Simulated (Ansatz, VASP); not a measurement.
**CoO: VASP beside Ansatz**

File INCAR:

```
PREC = Accurate
ENCUT = 600
EDIFF = 1E-6
ISMEAR = -1
SIGMA = 0.2
LREAL = False
LASPH = True
NELM = 200
ALGO = Normal
ISIF = 2
LWAVE = False
LCHARG = False
ISPIN = 2
MAGMOM = 2.5 0
LORBIT = 11
LMAXMIX = 4
GGA = PE
NBANDS = 18
GGA_COMPAT = False
```

The input KPOINTS:

```
Automatic mesh
0
Gamma
  10 10 10
```

POSCAR

```
CoO
1.0
    0.0000000000      2.1315000000      2.1315000000
    2.1315000000      0.0000000000      2.1315000000
    2.1315000000      2.1315000000      0.0000000000
Co O
1 1
Direct
    0.0000000000      0.0000000000      0.0000000000
    0.5000000000      0.5000000000      0.5000000000
```

Input for Ansatz:

```yaml
crystal:
  lattice:
    - [0.0, 2.1315, 2.1315]
    - [2.1315, 0.0, 2.1315]
    - [2.1315, 2.1315, 0.0]
  atoms:
    - { symbol: Co, position: [0.0, 0.0, 0.0] }
    - { symbol: O, position: [0.5, 0.5, 0.5] }
basis:
  ecutwfc: 420.0
kpoints:
  mp_grid:
    grid: [10, 10, 10]
hamiltonian:
  xc: pbe
magnetization:
  spin_polarized: true
  per_species:
    Co: 2.5
scf:
  occupations:
    method: fermi_dirac
    width: 0.2
```

Alike in both runs: task single point; functional PBE; k mesh 10 × 10 × 10; occupations fermi-dirac, width 0.2 eV; collinear spin.

|  | VASP | Ansatz |
| --- | --- | --- |
| version | VASP 6.6.1 | Ansatz 0.2.0 |
| potentials or method | VASP PAW PBE potentials, release 64 (Co, O), cutoff 600 eV | plane waves, PAW |
| valence electrons in the cell | 15 | 23 |

Ansatz gave:

```
net moment per atom (μB)                                      : 1.39
size of the moment on the site where the two differ most (μB) : 2.38
```

**Question.** Which values does VASP return?

**Answer.** net moment per atom (μB): 1.37; size of the moment on the site where the two differ most (μB): 2.44.

Site moments also hang on the region over which each program counts them. VASP's potentials hold 15 valence electrons a cell and Ansatz's 23, so a difference there can come from the potentials and not from the codes.
